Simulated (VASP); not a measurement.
Set up this calculation in VASP 6.6.1, as the native input.

```yaml
Task: single point
Functional: PBEsol
Potentials_or_basis: VASP PAW PBE potentials, release 64 (Ce, O)
Cutoff: 520 eV
k_mesh: 12 × 12 × 12
Occupations: gaussian, width 0.05 eV
Spin: no spin polarisation
Dipole_correction: no
Further_INCAR_settings: ALGO = Normal; EDIFF = 1e-07; NBANDS = 19
```

The structure of CeO2 lies in POSCAR:

```
CeO2
1.0
    0.0000000000      2.6808950747      2.6808950747
    2.6808950747      0.0000000000      2.6808950747
    2.6808950747      2.6808950747      0.0000000000
Ce O
1 2
Direct
    0.0000000000      0.0000000000      0.0000000000
    0.2500000000      0.2500000000      0.2500000000
    0.7500000000      0.7500000000      0.7500000000
```

The input as run:

INCAR

```
SYSTEM = CeO2
  ALGO = Normal
  EDIFF = 1E-7
  ENCUT = 520
  GGA = PS
  ISIF = 2
  ISMEAR = 0
  LASPH = .True.
  LCHARG = .False.
  LREAL = .False.
  LWAVE = .False.
  NBANDS = 19
  NELM = 100
  PREC = Accurate
  SIGMA = 0.05
```

KPOINTS

```
k-points
0
Gamma
  12 12 12
  0 0 0
```

Potentials or basis: VASP PAW PBE potentials, release 64 (Ce, O).

Run with:

```console
$ cat potpaw_PBE.64/Ce/POTCAR potpaw_PBE.64/O/POTCAR > POTCAR
$ mpirun -np 1 vasp_std > vasp.out
```

Results of the run:

The pressure is 4.0 GPa and the band gap on the k mesh is 2.03 eV (least direct gap 2.14 eV).

Caveat: the cell stands under pressure; the PAW data sets were made with another functional, which shifts forces and pressure a little; spin-orbit coupling is left out, which moves the levels of the heavy elements; semilocal functionals describe open f shells poorly, which spoils levels, moments and volumes.

Wall time 64 s on 1 thread of Intel(R) Xeon(R) Platinum 8259CL CPU @ 2.50GHz (Skylake/Cascade Lake), on a shared host, peak memory 0.2 GiB.
